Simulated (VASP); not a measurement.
A run of VASP 6.6.1 is set up as follows.

File POSCAR:

```
Al
1.0
    0.0000000000      1.9834708509      1.9834708509
    1.9834708509      0.0000000000      1.9834708509
    1.9834708509      1.9834708509      0.0000000000
Al
1
Direct
    0.0000000000      0.0000000000      0.0000000000
```

File INCAR.step1:

```
SYSTEM = Al
ALGO = Normal ; EDIFF = 1E-5
ENCUT = 520 ; GGA = PE
ISIF = 2 ; ISMEAR = -1
LASPH = .TRUE. ; LREAL = .FALSE.
LWAVE = .TRUE. ; NBANDS = 8
NELM = 100 ; PREC = Accurate
SIGMA = 0.05
```

INCAR.step2

```
SYSTEM = Al
AEXX = 0.5 ; AGGAC = 1.0
AGGAX = 0.5 ; ALDAC = 0.0
ALDAX = 0.5 ; ALGO = Normal
EDIFF = 1E-6 ; ENCUT = 520
GGA = B5 ; ISIF = 2
ISMEAR = -1 ; ISTART = 1
LASPH = .TRUE. ; LCHARG = .TRUE.
LELF = .TRUE. ; LHFCALC = .TRUE.
LREAL = .FALSE. ; LVHAR = .TRUE.
LWAVE = .FALSE. ; NBANDS = 8
NELM = 100 ; PREC = Accurate
PRECFOCK = Normal ; SIGMA = 0.05
```

Contents of KPOINTS:

```
k-points
0
G
  6 6 6
  0 0 0
```

Potentials or basis: VASP PAW PBE potentials, release 64 (Al).

Launch:

```sh
$ cat potpaw_PBE.64/Al/POTCAR > POTCAR
$ cp INCAR.step1 INCAR
$ mpirun -np 1 vasp_std > vasp.out
$ cp INCAR.step2 INCAR
$ mpirun -np 1 vasp_std > vasp.out
```

Problem. Estimate the band gap on the k mesh.

Solution. Zero (an odd number of electrons rules out a gap without spin polarisation).

Problem. What does it give for the pressure?

Solution. 6.2 GPa.

Caveat: the k points lie up to 0.46 Å⁻¹ apart, too coarse for converged energies and pressures of a metal; the PAW data sets were made with another functional, which shifts forces and pressure a little.
